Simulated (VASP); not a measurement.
Write the native input for VASP 6.6.1 that does the following.

```yaml
Task: single point
Functional: PBE
Potentials_or_basis: VASP PAW PBE potentials, release 64 (Nb_sv, Te, Mo_sv)
Cutoff: 500 eV
k_mesh: 6 × 6 × 1
Occupations: gaussian, width 0.1 eV
Spin: no spin polarisation
Dipole_correction: no
Further_INCAR_settings: ALGO = Normal; EDIFF = 1e-06; NBANDS = 62
```

The structure of Nb3Te8Mo lies in POSCAR:

```
Nb3Te8Mo
1.0
    3.7215865800      0.0000000000      0.0000000000
   -1.8607932900      3.2229885200      0.0000000000
    0.0000000000      0.0000000000     28.6016927100
Nb Te Mo
3 8 1
Direct
    0.0000000000      0.0000000000      0.7500000000
    0.0000000000      0.0000000000      0.2500000000
    0.0000000000      0.0000000000      0.5000000000
    0.6666666700      0.3333333300      0.9364080600
    0.6666666700      0.3333333300      0.1864080600
    0.6666666700      0.3333333300      0.4364080600
    0.6666666700      0.3333333300      0.6864080600
    0.3333333300      0.6666666700      0.8135919400
    0.3333333300      0.6666666700      0.0635919400
    0.3333333300      0.6666666700      0.3135919400
    0.3333333300      0.6666666700      0.5635919400
    0.0000000000      0.0000000000      0.0000000000
```

These files were run (other wordings do the same):

INCAR

```
ALGO     = Normal         # electronic algorithm
EDIFF    = 1E-6           # SCF threshold, eV
ENCUT    = 500            # plane-wave cutoff, eV
GGA      = PE             # functional
GGA_COMPAT= F            
ISIF     = 2              # what is computed and relaxed
ISMEAR   = 0              # smearing method
LASPH    = T              # aspherical terms in the spheres
LCHARG   = F              # write CHGCAR
LREAL    = F              # projectors in reciprocal space
LWAVE    = F              # write WAVECAR
NBANDS   = 62             # bands
NELM     = 120            # most SCF steps
PREC     = Accurate       # precision mode
SIGMA    = 0.1            # smearing width, eV
```

KPOINTS

```
k-points
0
Gamma
  6 6 1
```

Potentials or basis: VASP PAW PBE potentials, release 64 (Nb_sv, Te, Mo_sv).

Command:

```console
$ cat potpaw_PBE.64/Nb_sv/POTCAR potpaw_PBE.64/Te/POTCAR potpaw_PBE.64/Mo_sv/POTCAR > POTCAR
$ mpirun -np 1 vasp_std > vasp.out
```

It gave:

* Pressure: -1.7 GPa
* Largest force: 0.558 eV/Å
* Band gap on the k mesh: zero (an odd number of electrons rules out a gap without spin polarisation)

Caveat: spin-orbit coupling is left out, which moves the levels of the heavy elements; this functional lacks dispersion, which binds layers or chains, so the pressure and a relaxed spacing across them are unreliable.

It took 10 min on 1 thread of Intel(R) Xeon(R) Platinum 8259CL CPU @ 2.50GHz (Skylake/Cascade Lake) (shared host), peak memory 0.49 GiB.
